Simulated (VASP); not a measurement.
Here is a VASP 6.6.1 calculation.

INCAR

```
SYSTEM = SnO2
ALGO     = Normal         ! electronic algorithm
EDIFF    = 1E-6           ! SCF threshold, eV
EDIFFG   = -0.01          ! ionic threshold
ENCUT    = 600            ! plane-wave cutoff, eV
IBRION   = 2              ! ionic algorithm
ISIF     = 3              ! what is computed and relaxed
ISMEAR   = -1             ! smearing method
LASPH    = .TRUE.         ! aspherical terms in the spheres
LCHARG   = .FALSE.        ! write CHGCAR
LREAL    = .FALSE.        ! projectors in reciprocal space
LWAVE    = .FALSE.        ! write WAVECAR
NELM     = 60             ! most SCF steps
NSW      = 60             ! ionic steps
PREC     = Accurate       ! precision mode
SIGMA    = 0.05           ! smearing width, eV
```

The input KPOINTS:

```
k-points
0
G
  6 6 8
  0 0 0
```

Contents of POSCAR:

```
SnO2
1.0
    4.7380000000      0.0000000000      0.0000000000
    0.0000000000      4.7380000000      0.0000000000
    0.0000000000      0.0000000000      3.1865000000
Sn O
2 4
Direct
    0.5000000000      0.5000000000      0.5000000000
    0.0000000000      0.0000000000      0.0000000000
    0.8071000000      0.1929000000      0.5000000000
    0.6929000000      0.6929000000      0.0000000000
    0.1929000000      0.8071000000      0.5000000000
    0.3071000000      0.3071000000      0.0000000000
```

Potentials or basis: VASP PAW LDA potentials, release 64 (Sn_d, O).

Command:

```sh
$ cat potpaw_LDA.64/Sn_d/POTCAR potpaw_LDA.64/O/POTCAR > POTCAR
$ mpirun -np 1 vasp_std > vasp.out
```

(1) What does it give for the band gap on the k mesh?

(2) Estimate the relaxed volume.

Results:

(1) 1.15 eV.

(2) 11.90 Å³/atom.

Caveat: spin-orbit coupling is left out, which moves the levels of the heavy elements.
